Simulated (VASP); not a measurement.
A run of VASP 6.6.1 is set up as follows.

The input INCAR:

```
PREC = Accurate ; ENCUT = 520
EDIFF = 1E-6 ; ISMEAR = -1
SIGMA = 0.05 ; LREAL = False
LASPH = True ; NELM = 150
ALGO = Normal ; ISIF = 2
LWAVE = False ; LCHARG = False
LNONCOLLINEAR = True ; MAGMOM = 0 0 0 0 0 0 0 0 0 0 0 0 0 0 0 0 0 0
LORBIT = 11 ; LSORBIT = True
GGA_COMPAT = False ; LORBMOM = True
LMAXMIX = 4 ; GGA = PS
NBANDS = 68
```

The input KPOINTS:

```
Automatic mesh
0
Gamma
  7 7 3
```

POSCAR

```
MoS2
1.0
    3.1690000000      0.0000000000      0.0000000000
   -1.5845000000      2.7444345046      0.0000000000
    0.0000000000      0.0000000000     12.3240000000
Mo S
2 4
Direct
    0.6666666667      0.3333333333      0.7500000000
    0.3333333333      0.6666666667      0.2500000000
    0.6666666667      0.3333333333      0.3770000000
    0.3333333333      0.6666666667      0.8770000000
    0.6666666667      0.3333333333      0.1230000000
    0.3333333333      0.6666666667      0.6230000000
```

Potentials or basis: VASP PAW PBE potentials, release 64 (Mo_sv, S).

Run with:

```sh
$ cat potpaw_PBE.64/Mo_sv/POTCAR potpaw_PBE.64/S/POTCAR > POTCAR
$ mpirun -np 1 vasp_ncl > vasp.out
```

Q: Predict the net moment.

A: 0.00 μB per cell.

Q: What does it give for the pressure?

A: -3.0 GPa.

Q: Predict the largest force.

A: 0.309 eV/Å.

Stress tensor (GPa, compression positive):
```
-3.27  0.00  0.00
 0.00 -3.27  0.00
 0.00  0.00 -2.39
```

Caveat: the PAW data sets were made with another functional, which shifts forces and pressure a little; this functional lacks dispersion, which binds the layers, so the pressure and a relaxed spacing across them are unreliable.
